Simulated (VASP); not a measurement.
Crystal: BaSi3.

```
Ba Si
1.0
     4.48798    0.00000    0.00000
     0.00000    4.48798    0.00000
     0.00000    0.00000    4.48798
Ba Si
1 3
Direct
  0.00000 0.00000 0.00000
  0.00000 0.50000 0.50000
  0.50000 0.50000 0.00000
  0.50000 0.00000 0.50000
```

Base run:

```yaml
Program: VASP 6.6.1
Functional: PBE
Potentials_or_basis: VASP PAW PBE potentials, release 64 (Ba_sv, Si)
Cutoff: 520 eV
k_mesh: 4 × 4 × 4
Occupations: gaussian, width 0.05 eV
Spin: no spin polarisation
```

Its results: band gap on the k mesh zero (bands 11 and 12 overlap by 1.80 eV); pressure -0.4 GPa.

Q: After a change of settings the same cell gave: band gap on the k mesh zero (bands 11 and 12 overlap by 2.02 eV); pressure 0.8 GPa. Which change was it?
A. functional from PBE to r2SCAN50
B. functional from PBE to PBE-based global hybrid with 35 % exact exchange
C. k mesh from 4 × 4 × 4 to 6 × 6 × 6

A: C.

Caveats: spin-orbit coupling is left out, which moves the levels of the heavy elements.
